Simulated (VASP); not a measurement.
Write the native input for VASP 6.6.1 that does the following.

| Property | Result |
| --- | --- |
| Task | single point |
| Functional | PBEsol |
| Potentials or basis | VASP PAW PBE potentials, release 64 (Tl_d) |
| Cutoff | 520 eV |
| k mesh | 13 × 13 × 13 |
| Occupations | fermi-dirac, width 0.1 eV |
| Spin | no spin polarisation |
| Dipole correction | no |
| Further INCAR settings | ALGO = Normal; EDIFF = 1e-06; NBANDS = 12 |

The structure of Tl lies in POSCAR:

```
Tl
1.0
   -1.9265097842      1.9265097842      1.9265097842
    1.9265097842     -1.9265097842      1.9265097842
    1.9265097842      1.9265097842     -1.9265097842
Tl
1
Direct
    0.0000000000      0.0000000000      0.0000000000
```

One way to write it, as run:

INCAR

```
SYSTEM = Tl
PREC = Accurate
ENCUT = 520
EDIFF = 1E-6
ISMEAR = -1
SIGMA = 0.1
LREAL = .FALSE.
LASPH = .TRUE.
NELM = 60
ALGO = Normal
ISIF = 2
LWAVE = .FALSE.
LCHARG = .FALSE.
GGA = PS
NBANDS = 12
```

KPOINTS

```
regular mesh
0
G
  13 13 13
  0 0 0
```

Potentials or basis: VASP PAW PBE potentials, release 64 (Tl_d).

Command:

```console
$ cat potpaw_PBE.64/Tl_d/POTCAR > POTCAR
$ mpirun -np 1 vasp_std > vasp.out
```

Results of the run:

| Item | Value |
| --- | --- |
| Pressure | 0.0 GPa |

Caveat: the PAW data sets were made with another functional, which shifts forces and pressure a little.

It took 22 s on 1 thread of Intel(R) Xeon(R) Platinum 8488C (Sapphire Rapids) (shared host), peak memory 0.17 GiB.
